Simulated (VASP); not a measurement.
# Ti5C (P6/mmm) in VASP: a series of runs

Runs on Ti5C. Level: PBE. Tasks: single point.

Everything below comes from runs of VASP 6.6.1. Logs are shortened: lines on timing, memory, paths and dates and some standing lists are left out, and cuts for length are marked.

## 1. The cell of the first run

Symmetry: P6/mmm, No. 191, hexagonal system. The conventional cell has a = 4.807 Å, b = 4.807 Å, c = 7.347 Å, α = 90.00°, β = 90.00°, γ = 120.00°. Ti (site symmetry 6mm) has 1 C at 1.90 Å within 2.5 Å. Ti (site symmetry mmm) has 8 Ti at 2.40 to 3.07 Å and 2 C at 2.40 Å within 3.2 Å. Within 2.5 Å of C (site symmetry 6/mmm) lie 8 Ti at 1.90 to 2.40 Å.

The cell was built from a structure type or drawn by symmetry, and may not be a known phase.

## 2. Single point, PBE

Input file INCAR:

```
PREC     = Accurate       # precision mode
ENCUT    = 520            # plane-wave cutoff, eV
EDIFF    = 1E-6           # SCF threshold, eV
ISMEAR   = 0              # smearing method
SIGMA    = 0.1            # smearing width, eV
LREAL    = False          # projectors in reciprocal space
LASPH    = True           # aspherical terms in the spheres
NELM     = 60             # most SCF steps
ALGO     = Normal         # electronic algorithm
ISIF     = 2              # what is computed and relaxed
LWAVE    = False          # write WAVECAR
LCHARG   = True           # write CHGCAR
GGA      = PE             # functional
LELF     = True           # ELF
LVHAR    = True         
NBANDS   = 41             # bands
```

Input file KPOINTS:

```
Automatic mesh
0
Gamma
  6 6 4
```

Input file POSCAR:

```
Ti5C
1.0
    4.8071521657      0.0000000000      0.0000000000
   -2.4035760828      4.1631158953      0.0000000000
    0.0000000000      0.0000000000      7.3468818855
Ti C
5 1
Direct
    0.0000000000      0.0000000000      0.2589684005
    0.0000000000      0.0000000000      0.7410315995
    0.5000000000      0.0000000000      0.0000000000
    0.0000000000      0.5000000000      0.0000000000
    0.5000000000      0.5000000000      0.0000000000
    0.0000000000      0.0000000000      0.0000000000
```

Potentials or basis: VASP PAW PBE potentials, release 64 (Ti_sv, C).

The run is started by

```console
> cat potpaw_PBE.64/Ti_sv/POTCAR potpaw_PBE.64/C/POTCAR > POTCAR
> mpirun -np 1 vasp_std > vasp.out
```

OUTCAR:

```text
PREC = Accurate
   ENCUT = 520
   EDIFF = 1E-6
   ISMEAR = 0
   LREAL = False
   LASPH = True
   NELM = 60
   ISIF = 2
   GGA = PE

 ion  position               nearest neighbor table
   1  0.000  0.000  0.259-   6 1.90
   2  0.000  0.000  0.741-   6 1.90
   3  0.500  0.000  0.000-   5 2.40   5 2.40   4 2.40   4 2.40   6 2.40   6 2.40
   4  0.000  0.500  0.000-   6 2.40   6 2.40   3 2.40   3 2.40   5 2.40   5 2.40
   5  0.500  0.500  0.000-   3 2.40   3 2.40   6 2.40   6 2.40   4 2.40   4 2.40
   6  0.000  0.000  0.000-   1 1.90   2 1.90   4 2.40   4 2.40   5 2.40   5 2.40   3 2.40   3 2.40

  LATTYP: Found a hexagonal cell.
 ALAT       =     4.8071521657
 C/A-ratio  =     1.5283231386

  Lattice vectors:

 A1 = (   4.8071521657,   0.0000000000,   0.0000000000)
 A2 = (  -2.4035760828,   4.1631158953,   0.0000000000)
 A3 = (   0.0000000000,   0.0000000000,   7.3468818855)

Analysis of symmetry for initial positions (statically):
=====================================================================
 Subroutine PRICEL returns:
 Original cell was already a primitive cell.

 Routine SETGRP: Setting up the symmetry group for a
 hexagonal supercell.

 Subroutine GETGRP returns: Found 24 space group operations
 (whereof 24 operations were pure point group operations)
 out of a pool of 24 trial point group operations.

The static configuration has the point symmetry D_6h.

Analysis of symmetry for dynamics (positions and initial velocities):
=====================================================================
 Subroutine PRICEL returns:
 Original cell was already a primitive cell.

 Routine SETGRP: Setting up the symmetry group for a
 hexagonal supercell.

 Subroutine GETGRP returns: Found 24 space group operations
 (whereof 24 operations were pure point group operations)
 out of a pool of 24 trial point group operations.

The dynamic configuration has the point symmetry D_6h.

 Subroutine INISYM returns: Found 24 space group operations
 (whereof 24 operations are pure point group operations),
 and found     1 'primitive' translations

----------------------------------------------------------------------------------------

                                     Primitive cell

  volume of cell :     147.0312

  direct lattice vectors                    reciprocal lattice vectors
     4.807152166  0.000000000  0.000000000     0.208023371  0.120102349  0.000000000
    -2.403576083  4.163115895  0.000000000     0.000000000  0.240204699  0.000000000
     0.000000000  0.000000000  7.346881886     0.000000000  0.000000000  0.136112165

  length of vectors
     4.807152166  4.807152166  7.346881886     0.240204699  0.240204699  0.136112165

  position of ions in fractional coordinates (direct lattice)
     0.000000000  0.000000000  0.258968401
     0.000000000  0.000000000  0.741031599
     0.500000000  0.000000000  0.000000000
     0.000000000  0.500000000  0.000000000
     0.500000000  0.500000000  0.000000000
     0.000000000  0.000000000  0.000000000

  ion indices of the primitive-cell ions
   primitive index   ion index
                 1           1
                 2           2
                 3           3
                 4           4
                 5           5
                 6           6

----------------------------------------------------------------------------------------

 KPOINTS: Automatic mesh

Automatic generation of k-mesh.
 Grid dimensions read from file:
 generate k-points for:    6    6    4

 Generating k-lattice:

  Cartesian coordinates                     Fractional coordinates (reciprocal lattice)
     0.034670562  0.020017058  0.000000000     0.166666667  0.000000000  0.000000000
     0.000000000  0.040034116  0.000000000     0.000000000  0.166666667  0.000000000
     0.000000000  0.000000000  0.034028041     0.000000000  0.000000000  0.250000000

  Length of vectors
     0.040034116  0.040034116  0.034028041

  Shift w.r.t. Gamma in fractional coordinates (k-lattice)
     0.000000000  0.000000000  0.000000000

 Subroutine IBZKPT returns following result:
 ===========================================

 Found     21 irreducible k-points:

 Following reciprocal coordinates:
            Coordinates               Weight
  0.000000  0.000000  0.000000      1.000000
  0.166667 -0.000000  0.000000      6.000000
  0.333333 -0.000000  0.000000      6.000000
  0.500000 -0.000000  0.000000      3.000000
  0.166667  0.166667  0.000000      6.000000
  0.333333  0.166667  0.000000     12.000000
[... 13 lines left out ...]
  0.333333  0.166667  0.500000     12.000000
  0.333333  0.333333  0.500000      2.000000
   k-points           NKPTS =     21   k-points in BZ     NKDIM =     21   number of bands    NBANDS=     41
   number of dos      NEDOS =    301   number of ions     NIONS =      6
   total plane-waves  NPLWV =  72576
   dimension x,y,z NGX =    36 NGY =   36 NGZ =   56
   dimension x,y,z NGXF=    72 NGYF=   72 NGZF=  112
   ions per type =               5   1
   NGX,Y,Z   is equivalent  to a cutoff of  12.45, 12.45, 12.67 a.u.
   NGXF,Y,Z  is equivalent  to a cutoff of  24.90, 24.90, 25.34 a.u.
 SYSTEM =  unknown system
   PREC   = accura    normal or accurate (medium, high low for compatibility)
   ISTART =      0    job   : 0-new  1-cont  2-samecut
   ICHARG =      2    charge: 1-file 2-atom 10-const
   ISPIN  =      1    spin polarized calculation?
   LNONCOLLINEAR =      F non collinear calculations
   LSORBIT =      F    spin-orbit coupling
   LASPH  =      T    aspherical Exc in radial PAW
   ENCUT  =  520.0 eV  38.22 Ry    6.18 a.u.   8.94  8.94 13.66*2*pi/ulx,y,z
   NELM   =     60;   NELMIN=  2; NELMDL= -5     # of ELM steps
   EDIFF  = 0.1E-05   stopping-criterion for ELM
   LREAL  =      F    real-space projection
   EDIFFG = 0.1E-04   stopping-criterion for IOM
   NSW    =      0    number of steps for IOM
   IBRION =     -1    ionic relax: 0-MD 1-quasi-New 2-CG
   NFREE  =      0    steps in history (QN), initial steepest desc. (CG)
   ISIF   =      2    stress and relaxation
   ISYM   =      2    0-nonsym 1-usesym 2-fastsym
   POTIM  = 0.5000    time-step for ionic-motion
   TEBEG  =    0.0;   TEEND  =   0.0 temperature during run
   PSTRESS=    0.0 pullay stress
   NELECT =      64.0000    total number of electrons
   NUPDOWN=      -1.0000    fix difference up-down
   EMIN   =  10.00;   EMAX   =-10.00  energy-range for DOS
   EFERMI =   0.00;   METHOD = LEGACY
   ISMEAR =     0;   SIGMA  =   0.10  broadening in eV -4-tet -1-fermi 0-gaus
   EFERMI_NEDOS =   21; number of points for ismear=-14 and -15
   IALGO  =     38    algorithm
   IMIX   =      4    mixing-type and parameters
     AMIX     =   0.40;   BMIX     =  1.00
     AMIX_MAG =   1.60;   BMIX_MAG =  1.00
  volume/ion in A,a.u.               =      24.51       165.37
  Fermi-wavevector in a.u.,A,eV,Ry     =   1.240695  2.344573 20.943774  1.539324
  Thomas-Fermi vector in A             =   2.375125
   LORBIT       =      0    0 simple, 1 ext, 2 COOP (PROOUT), +10 PAW based schemes
   GGA     = PE    functional components
   LHFCALC =     F    Hartree Fock is set to
   AEXX    =    0.0000 exact exchange contribution
   IVDW    =     0    specifies the selected vdW correction
   LEPSILON=     F    determine dielectric tensor
   LRPA    =     F    only Hartree local field effects (RPA)
 non-spin polarized calculation
 Gauss-broadening in eV      SIGMA  =   0.10
  energy-cutoff  :      520.00
  volume of cell :      147.03
 maximum number of plane-waves:      3990
 NGX is ok and might be reduce to    36
   NGX = 17   NGY = 17   NGZ = 27

 number of electron      63.9999986 magnetization

 Free energy of the ion-electron system (eV)
  ---------------------------------------------------
  ext. energy  EPLUGINS =         0.00000000
  ---------------------------------------------------
  free energy    TOTEN  =       -42.58745645 eV

  energy without entropy =      -42.53592878  energy(sigma->0) =      -42.56169261

 E-fermi :   3.9766     XC(G=0):  -8.8534

 val. band max:        3.9686488058   @ k =   0.3333  -0.0000   0.5000
 cond. band min:       3.9792500810   @ k =   0.3333   0.3333   0.2500
 fundamental gap:      0.0106012752
 Fermi energy:         3.9765928578

 k-point     1 :       0.0000    0.0000    0.0000
  band No.  band energies     occupation
      1     -53.2777      2.00000
      2     -53.2751      2.00000
      3     -52.3936      2.00000
      4     -51.9214      2.00000
      5     -51.9214      2.00000
      6     -29.8333      2.00000
[... 33 lines left out ...]
     40       6.0014      0.00000
     41       6.0291      0.00000

 k-point     2 :       0.1667   -0.0000    0.0000
  band No.  band energies     occupation
      1     -53.2775      2.00000
      2     -53.2751      2.00000
      3     -52.3670      2.00000
      4     -51.9507      2.00000
      5     -51.9216      2.00000
      6     -29.7240      2.00000
[... 33 lines left out ...]
     40       5.9165      0.00000
     41       6.0938      0.00000

 k-point     3 :       0.3333   -0.0000    0.0000
  band No.  band energies     occupation
      1     -53.2772      2.00000
      2     -53.2751      2.00000
      3     -52.2977      2.00000
      4     -52.0254      2.00000
      5     -51.9222      2.00000
      6     -29.6524      2.00000
[... 33 lines left out ...]
     40       5.3895      0.00000
     41       5.6880      0.00000

 k-point     4 :       0.5000   -0.0000    0.0000
  band No.  band energies     occupation
      1     -53.2771      2.00000
      2     -53.2751      2.00000
      3     -52.2413      2.00000
      4     -52.0845      2.00000
      5     -51.9225      2.00000
      6     -29.6502      2.00000
[... 693 lines left out ...]
     40       5.3865      0.00000
     41       6.0935      0.00000

 k-point    20 :       0.3333    0.1667    0.5000
  band No.  band energies     occupation
      1     -53.2766      2.00000
      2     -53.2755      2.00000
      3     -52.2414      2.00000
      4     -52.0843      2.00000
      5     -51.9226      2.00000
      6     -29.6489      2.00000
[... 33 lines left out ...]
     40       5.3586      0.00000
     41       5.6146      0.00000

 k-point    21 :       0.3333    0.3333    0.5000
  band No.  band energies     occupation
      1     -53.2766      2.00000
      2     -53.2754      2.00000
      3     -52.1634      2.00000
      4     -52.1634      2.00000
      5     -51.9229      2.00000
      6     -29.6474      2.00000
[... 33 lines left out ...]
     40       5.2283      0.00000
     41       5.4619      0.00000

------------------------ aborting loop because EDIFF is reached ----------------------------------------

  FORCE on cell =-STRESS in cart. coord.  units (eV):
  Direction    XX          YY          ZZ          XY          YZ          ZX
  --------------------------------------------------------------------------------------
  -------------------------------------------------------------------------------------
  Total       -0.0134957     -0.0134957      0.1248510     -0.0000000      0.0000000      0.0000000
  in kB       -0.1470605     -0.1470605      1.3604827     -0.0000000      0.0000000      0.0000000
  external PRESSURE =       0.3554539 kB  Pullay stress =       0.0000000 kB

 VOLUME and BASIS-vectors are now :
 -----------------------------------------------------------------------------
  energy-cutoff  :      520.00
  volume of cell :      147.03
      direct lattice vectors                 reciprocal lattice vectors
     4.807152166  0.000000000  0.000000000     0.208023371  0.120102349  0.000000000
    -2.403576083  4.163115895  0.000000000     0.000000000  0.240204699  0.000000000
     0.000000000  0.000000000  7.346881886     0.000000000  0.000000000  0.136112165

 POSITION                                       TOTAL-FORCE (eV/Angst)
 -----------------------------------------------------------------------------------
      0.00000      0.00000      1.90261         0.000000      0.000000      0.023408
      0.00000      0.00000      5.44427         0.000000     -0.000000     -0.023408
      2.40358      0.00000      0.00000        -0.000000      0.000000      0.000000
     -1.20179      2.08156      0.00000        -0.000000      0.000000      0.000000
      1.20179      2.08156      0.00000        -0.000000      0.000000      0.000000
      0.00000      0.00000      0.00000        -0.000000      0.000000      0.000000
 -----------------------------------------------------------------------------------
    total drift:                                0.000000      0.000000     -0.000000

  FREE ENERGIE OF THE ION-ELECTRON SYSTEM (eV)
  ---------------------------------------------------
  free  energy   TOTEN  =       -42.5874564483 eV

  energy  without entropy=      -42.5359287806  energy(sigma->0) =      -42.56169261
```

It took 2.3 min on 1 thread of Intel Xeon Platinum 8559C (Emerald Rapids), shared host; peak memory 0.29 GiB.

What came out:

```yaml
Free_energy: -42.5875 eV
Pressure: 0.0 GPa
Largest_force: 0.023 eV/Å
Band_gap_on_the_k_mesh: zero (bands 32 and 33 overlap by 0.70 eV)
```

Forces in eV/Å, atoms in the order of the input:
```
Ti   0.000  0.000  0.023
Ti   0.000  0.000 -0.023
Ti   0.000  0.000  0.000
Ti   0.000  0.000  0.000
Ti   0.000  0.000  0.000
C    0.000  0.000  0.000
```

Stress tensor (GPa, compression positive):
```
-0.01  0.00  0.00
 0.00 -0.01  0.00
 0.00  0.00  0.14
```

Levels at points of the mesh, in eV from the Fermi level:
| k point | band 30 | band 31 | band 32 | band 33 | band 34 | band 35 |
| --- | --- | --- | --- | --- | --- | --- |
| (0.00, 0.00, 0.00) | -1.25 | -0.96 | -0.96 | -0.45 | 0.34 | 0.34 |
| (0.50, 0.00, 0.00) | -0.38 | -0.26 | 0.06 | 0.35 | 0.35 | 0.39 |
| (0.00, 0.00, 0.50) | -1.38 | -1.00 | -1.00 | 0.42 | 0.42 | 0.42 |
| (0.50, 0.00, 0.50) | -0.35 | -0.32 | 0.06 | 0.32 | 0.42 | 0.60 |

## 3. Single point, PBE

This run uses another cell than the first one, of 16.75 Å³/atom.

Input file INCAR:

```
PREC = Accurate
ENCUT = 520
EDIFF = 1E-6
ISMEAR = 0
SIGMA = 0.1
LREAL = F
LASPH = T
NELM = 80
ALGO = Normal
ISIF = 2
LWAVE = F
LCHARG = T
GGA = PE
LELF = T
LVHAR = T
NBANDS = 41
```

KPOINTS is that of step 2.

Input file POSCAR:

```
Ti5C
1.0
    4.1127801600      0.0000000000      0.0000000000
   -2.0563900800      3.5617721000      0.0000000000
    0.0000000000      0.0000000000      6.8623155100
Ti C
5 1
Direct
    0.0000000000      0.0000000000      0.2301494500
    0.0000000000      0.0000000000      0.7698505500
    0.5000000000      0.0000000000      0.0000000000
    0.0000000000      0.5000000000      0.0000000000
    0.5000000000      0.5000000000      0.0000000000
    0.0000000000      0.0000000000      0.0000000000
```

Potentials or basis: VASP PAW PBE potentials, release 64 (Ti_sv, C).

The run is started by

```console
> cat potpaw_PBE.64/Ti_sv/POTCAR potpaw_PBE.64/C/POTCAR > POTCAR
> mpirun -np 1 vasp_std > vasp.out
```

Run time: 1.7 min. Hardware: 1 thread of Intel Xeon Platinum 8559C (Emerald Rapids), shared host; peak memory 0.25 GiB.

Results (log left out):

| Item | Value |
| --- | --- |
| Free energy | -32.1016 eV |
| Pressure | 77.1 GPa |
| Largest force | 16.774 eV/Å |
| Band gap on the k mesh | zero (bands 32 and 33 overlap by 0.45 eV) |

Forces in eV/Å, atoms in the order of the input:
```
Ti    0.000   0.000  16.774
Ti    0.000   0.000 -16.774
Ti    0.000   0.000   0.000
Ti    0.000   0.000   0.000
Ti    0.000   0.000   0.000
C     0.000   0.000   0.000
```

Stress tensor (GPa, compression positive):
```
73.41  0.00  0.00
 0.00 73.41  0.00
 0.00  0.00 84.57
```

Levels at points of the mesh, in eV from the Fermi level:
```
           k point  band 30  band 31  band 32  band 33  band 34  band 35
(0.00, 0.00, 0.00)    -2.23    -2.23    -1.89    -0.34     0.29     0.29
(0.50, 0.00, 0.00)    -0.89    -0.44     0.10     0.79     0.86     0.95
(0.00, 0.00, 0.50)    -2.42    -2.25    -2.25     0.35     0.35     0.76
(0.50, 0.00, 0.50)    -0.95    -0.76     0.04     0.09     0.81     1.21
```

Caveat: atoms lie so close that the PAW spheres overlap strongly, which falsifies energies and pressures; the cell stands under pressure; forces of over 1 eV/Å act on the atoms, so gaps and moduli don't describe the material at rest.
